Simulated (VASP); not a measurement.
Write the native input for VASP 6.6.1 that does the following.

```yaml
Task: single point
Functional: LDA
Potentials_or_basis: VASP PAW LDA potentials, release 64 (Bi_d)
Cutoff: 520 eV
k_mesh: 18 × 18 × 18
Occupations: gaussian, width 0.15 eV
Spin: no spin polarisation
Dipole_correction: no
Further_INCAR_settings: ALGO = Fast; EDIFF = 1e-06; NBANDS = 14
```

The structure of Bi lies in POSCAR:

```
Bi
1.0
   -2.1963177659      1.9871446453      1.9871446453
    1.9871446453     -2.1963177659      1.9871446453
    1.9871446453      1.9871446453     -2.1963177659
Bi
1
Direct
    0.0000000000      0.0000000000      0.0000000000
```

This cell differs from its parent crystal: ratio of the length along [111] to the lengths across it x 0.85, volume and fractional coordinates fixed.

The input as run:

INCAR

```
ALGO = Fast
EDIFF = 1E-6
ENCUT = 520
ISIF = 2
ISMEAR = 0
LASPH = T
LCHARG = F
LREAL = F
LWAVE = F
NBANDS = 14
NELM = 100
PREC = Accurate
SIGMA = 0.15
```

KPOINTS

```
k-points
0
Gamma
  18 18 18
```

Potentials or basis: VASP PAW LDA potentials, release 64 (Bi_d).

Run with:

```bash
$ cat potpaw_LDA.64/Bi_d/POTCAR > POTCAR
$ mpirun -np 1 vasp_std > vasp.out
```

Results of the run:

```json
{
  "Pressure": "-1.3 GPa"
}
```

Wall time 3.5 min on 1 thread of Intel(R) Xeon(R) 6975P-C (Granite Rapids), with other jobs on the host, peak memory 0.31 GiB.
